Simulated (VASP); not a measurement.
Wanted: the native input for a VASP 6.6.1 run.

| Property | Result |
| --- | --- |
| Task | single point |
| Functional | PBE |
| Potentials or basis | VASP PAW PBE potentials, release 64 (Ga_d, As, In_d) |
| Cutoff | 520 eV |
| k mesh | 4 × 4 × 4 |
| Occupations | fermi-dirac, width 0.02 eV |
| Spin | no spin polarisation |
| Dipole correction | no |
| Further INCAR settings | ALGO = Normal; EDIFF = 1e-06; NBANDS = 46 |

The structure of In3GaAs4 lies in POSCAR:

```
In3GaAs4
1.0
    5.9982332510      0.0000000000      0.0000000000
    0.0000000000      5.9982332510      0.0000000000
    0.0000000000      0.0000000000      5.9982332510
Ga As In
1 4 3
Direct
    0.0000000000      0.0000000000      0.0000000000
    0.2396018501      0.2396018501      0.2396018501
    0.7603981499      0.7603981499      0.2396018501
    0.7603981499      0.2396018501      0.7603981499
    0.2396018501      0.7603981499      0.7603981499
    0.5000000000      0.5000000000      0.0000000000
    0.5000000000      0.0000000000      0.5000000000
    0.0000000000      0.5000000000      0.5000000000
```

The input as run:

INCAR

```
ALGO = Normal
EDIFF = 1E-6
ENCUT = 520
GGA = PE
ISIF = 2
ISMEAR = -1
LASPH = T
LCHARG = F
LREAL = F
LWAVE = F
NBANDS = 46
NELM = 100
PREC = Accurate
SIGMA = 0.02
```

KPOINTS

```
k-points
0
Gamma
  4 4 4
```

Potentials or basis: VASP PAW PBE potentials, release 64 (Ga_d, As, In_d).

Launch:

```sh
$ cat potpaw_PBE.64/Ga_d/POTCAR potpaw_PBE.64/As/POTCAR potpaw_PBE.64/In_d/POTCAR > POTCAR
$ mpirun -np 1 vasp_std > vasp.out
```

Results of the run:

```json
{
 "Pressure": "2.3 GPa",
 "Largest force": "0.014 eV/Å",
 "Band gap on the k mesh": "zero (filled and empty bands touch)"
}
```

Caveat: semilocal functionals underestimate gaps, and a narrow one can read as zero; spin-orbit coupling is left out, which moves the levels of the heavy elements.

Run time: 79 s on 1 thread of Intel(R) Xeon(R) 6975P-C (Granite Rapids), on a shared host, peak memory 0.35 GiB.
